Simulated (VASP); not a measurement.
Wanted: the native input for a VASP 6.6.1 run.

* Task: single point
* Functional: PBE
* Potentials or basis: VASP PAW PBE potentials, release 64 (Be)
* Cutoff: 520 eV
* k mesh: 30 × 30 × 16
* Occupations: gaussian, width 0.1 eV
* Spin: no spin polarisation
* Dipole correction: no
* Further INCAR settings: ALGO = Normal; EDIFF = 1e-07; NBANDS = 9

The structure of Be lies in POSCAR:

```
Be
1.0
    2.2165391279      0.0000000000      0.0000000000
   -1.1082695639      1.9195791932      0.0000000000
    0.0000000000      0.0000000000      3.4947854114
Be
2
Direct
    0.3333333333      0.6666666667      0.2500000000
    0.6666666667      0.3333333333      0.7500000000
```

This cell differs from its parent crystal: volume scaled by 0.94, then relaxed in part.

These files were run (other wordings do the same):

INCAR

```
SYSTEM = Be
PREC = Accurate
ENCUT = 520
EDIFF = 1E-7
ISMEAR = 0
SIGMA = 0.1
LREAL = .FALSE.
LASPH = .TRUE.
NELM = 60
ALGO = Normal
ISIF = 2
LWAVE = .FALSE.
LCHARG = .TRUE.
GGA = PE
LELF = .TRUE.
LVHAR = .TRUE.
NBANDS = 9
```

KPOINTS

```
regular mesh
0
G
  30 30 16
  0 0 0
```

Potentials or basis: VASP PAW PBE potentials, release 64 (Be).

Run with:

```bash
$ cat potpaw_PBE.64/Be/POTCAR > POTCAR
$ mpirun -np 1 vasp_std > vasp.out
```

Results of the run:

The pressure is 8.6 GPa. The band gap on the k mesh is zero (band 2 reaches 8.62 eV, above the bottom of band 3 at 6.41 eV).

Wall time 41 s on 1 thread of Intel(R) Xeon(R) Platinum 8259CL CPU @ 2.50GHz (Skylake/Cascade Lake) (shared host), peak memory 0.2 GiB.
